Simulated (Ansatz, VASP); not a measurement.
**Two plane-wave programs on Mo**

Contents of POSCAR:

```
Mo
1.0
    0.0000000000      1.9142500000      2.0150000000
    1.9142500000      0.0000000000      2.0150000000
    1.9142500000      1.9142500000      0.0000000000
Mo
1
Direct
    0.0000000000      0.0000000000      0.0000000000
```

Contents of INCAR.step1:

```
SYSTEM = Mo
PREC = Accurate ; ENCUT = 520
ISMEAR = 0 ; SIGMA = 0.15
LREAL = .False. ; LASPH = .True.
NELM = 100 ; NBANDS = 13
GGA = PE ; ALGO = Normal
EDIFF = 1E-4 ; LWAVE = .True.
LCHARG = .False.
```

Contents of INCAR.step2:

```
SYSTEM = Mo
PREC = Accurate ; ENCUT = 520
EDIFF = 1E-6 ; ISMEAR = 0
SIGMA = 0.15 ; LREAL = .False.
LASPH = .True. ; NELM = 100
ALGO = Normal ; ISIF = 2
LWAVE = .False. ; LCHARG = .True.
METAGGA = R2SCAN ; LMIXTAU = .True.
LELF = .True. ; LVHAR = .True.
NBANDS = 13 ; ISTART = 1
```

Contents of KPOINTS:

```
regular mesh
0
Gamma
  20 20 20
  0 0 0
```

Input for Ansatz:

```yaml
crystal:
  lattice:
    - [0.0, 1.91425, 2.015]
    - [1.91425, 0.0, 2.015]
    - [1.91425, 1.91425, 0.0]
  atoms:
    - { symbol: Mo, position: [0.0, 0.0, 0.0] }
basis:
  ecutwfc: 500
kpoints:
  mp_grid: { grid: [20, 20, 20] }
hamiltonian:
  xc: r2scan
scf:
  occupations: { method: gaussian, width: 0.15 }
output:
  forces: true
  stress: true
  eigenvalues: true
```

Change from the starting cell: strain -0.050 along x and y, +0.000 along z, atoms carried along.

Alike in both runs: task single point; functional r2SCAN; k mesh 20 × 20 × 20; occupations gaussian, width 0.15 eV; no spin polarisation.

|  | VASP | Ansatz |
| --- | --- | --- |
| version | VASP 6.6.1 | Ansatz 0.2.0 |
| potentials or method | VASP PAW PBE potentials, release 64 (Mo_sv), cutoff 520 eV | scalar-relativistic, plane waves, PAW |
| valence electrons in the cell | 14 | 14 |

VASP gave:

- gap on the k mesh at the Fermi level (eV): none
- pressure (GPa): 22.0
- traceless stress, the component that is largest in VASP (GPa): 6.45

Question: Estimate Ansatz's values.

Answer: gap on the k mesh at the Fermi level (eV): none; pressure (GPa): 20.7; traceless stress, the component that is largest in VASP (GPa): 6.51.

VASP's potentials were made for PBE, not for r2SCAN. A gap of «none» marks a metal or a gap that the smearing closes.
